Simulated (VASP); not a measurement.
Wanted: the native input for a VASP 6.6.1 run.

```
Task                   : single point
Functional             : PBEsol
Potentials or basis    : VASP PAW PBE potentials, release 64 (C)
Cutoff                 : 520 eV
k mesh                 : 18 × 18 × 6
Occupations            : gaussian, width 0.15 eV
Spin                   : no spin polarisation
Dipole correction      : no
Further INCAR settings : ALGO = Normal; EDIFF = 1e-06; NBANDS = 16
```

The structure of C lies in POSCAR:

```
C
1.0
    2.4587330167      0.0000000000      0.0000000000
   -1.2293665084      2.1293252536      0.0000000000
    0.0000000000      0.0000000000      7.2458067263
C
4
Direct
   -0.1154958935      0.0000000000      0.0025000000
    0.1154958935      0.0000000000      0.5025000000
    0.2178266890      0.6666666667      0.0025000000
    0.7821733110      0.3333333333      0.5025000000
```

This cell differs from its parent crystal: mode 4 frozen in at -0.284 Å and mode 5 at -0.000 Å (largest displacements).

These files were run (other wordings do the same):

INCAR

```
SYSTEM = C
PREC = Accurate ; ENCUT = 520
EDIFF = 1E-6 ; ISMEAR = 0
SIGMA = 0.15 ; LREAL = .False.
LASPH = .True. ; NELM = 80
ALGO = Normal ; ISIF = 2
LWAVE = .False. ; LCHARG = .False.
GGA = PS ; NBANDS = 16
```

KPOINTS

```
Automatic mesh
0
Gamma
  18 18 6
  0 0 0
```

Potentials or basis: VASP PAW PBE potentials, release 64 (C).

The run is started by

```console
$ cat potpaw_PBE.64/C/POTCAR > POTCAR
$ mpirun -np 1 vasp_std > vasp.out
```

Results of the run:

```json
{
 "Pressure": "0.7 GPa",
 "Largest force": "0.007 eV/Å"
}
```

Caveat: the cell differs from its parent crystal (mode 4 frozen in at -0.284 Å and mode 5 at -0.000 Å (largest displacements)); the PAW data sets were made with another functional, which shifts forces and pressure a little; this functional lacks dispersion, which binds the layers, so the pressure and a relaxed spacing across them are unreliable.

Run time: 2.1 min on 1 thread of Intel(R) Xeon(R) 6975P-C (Granite Rapids), with other jobs on the host, peak memory 0.36 GiB.
